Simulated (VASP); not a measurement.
Input of a VASP 6.6.1 run:

The input INCAR:

```
SYSTEM = MnO
PREC = Accurate ; ENCUT = 520
EDIFF = 1E-6 ; ISMEAR = -1
SIGMA = 0.15 ; LREAL = .FALSE.
LASPH = .TRUE. ; NELM = 150
ALGO = Normal ; ISIF = 2
LWAVE = .FALSE. ; LCHARG = .TRUE.
ISPIN = 2 ; MAGMOM = 4 -4 0 0
LORBIT = 11 ; LMAXMIX = 4
LDAU = .TRUE. ; LDAUTYPE = 1
LDAUL = 2 -1 ; LDAUU = 6.9 0
LDAUJ = 0.9 0 ; LDAUPRINT = 1
GGA = PS ; LELF = .TRUE.
LVHAR = .TRUE. ; NBANDS = 31
```

File KPOINTS:

```
regular mesh
0
G
  9 9 5
  0 0 0
```

Contents of POSCAR:

```
MnO
1.0
    3.3717000000      0.0000000000      0.0000000000
   -1.6858500000      2.9199780000      0.0000000000
    0.0000000000      0.0000000000      5.3855000000
Mn O
2 2
Direct
    0.3333333333      0.6666666667      0.0109600000
    0.6666666667      0.3333333333      0.5109600000
    0.3333333333      0.6666666667      0.3754700000
    0.6666666667      0.3333333333      0.8754700000
```

Potentials or basis: VASP PAW PBE potentials, release 64 (Mn_pv, O).

Run with:

```console
$ cat potpaw_PBE.64/Mn_pv/POTCAR potpaw_PBE.64/O/POTCAR > POTCAR
$ mpirun -np 1 vasp_std > vasp.out
```

(1) Estimate the pressure.

(2) What does it give for the site moments?

## Answers

(1) 5.3 GPa.

(2) Mn +4.60, -4.60; O -0.03, +0.03 μB.

Caveat: the stress differs along the axes, from 3 to 10 GPa; the PAW data sets were made with another functional, which shifts forces and pressure a little.
